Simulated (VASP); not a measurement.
Crystal: As3F.

```
CELL_PARAMETERS angstrom
4.13150 0.00000 0.00000
0.00000 4.13150 0.00000
0.00000 0.00000 4.08904
ATOMIC_POSITIONS crystal
As 0.00000 0.50000 0.50000
As 0.50000 0.00000 0.50000
As 0.50000 0.50000 0.00000
F 0.00000 0.00000 0.00000
```

```yaml
Program: VASP 6.6.1
Task: relaxation of cell and atoms
Functional: PBE
Potentials_or_basis: VASP PAW PBE potentials, release 64 (As, F)
Cutoff: 600 eV
k_mesh: 12 × 12 × 12
Occupations: gaussian, width 0.1 eV
Spin: no spin polarisation
```

At the start: pressure -3.9 GPa; volume 17.45 Å³/atom.

Task: Where does the relaxation end?

Result: Over 3 steps the energy falls by 11.4 meV/atom and the volume is 16.56 Å³/atom (-5.1 %); space group Pm-3m (No. 221, to 0.1 Å) before and after.

The path:
```
step  energy change (eV)  largest force (eV/Å)  pressure (GPa)  volume (Å³)
   1              0.0000                0.0000           -3.91        69.80
   2             -0.0435                0.0000            0.91        65.58
   3             -0.0454                0.0000            0.01        66.26
```

Final structure:
```
As F
1.0
     4.06064    0.00000    0.00000
     0.00000    4.06064    0.00000
     0.00000    0.00000    4.01841
As F
3 1
Direct
  0.00000 0.50000 0.50000
  0.50000 0.00000 0.50000
  0.50000 0.50000 0.00000
  0.00000 0.00000 0.00000
```
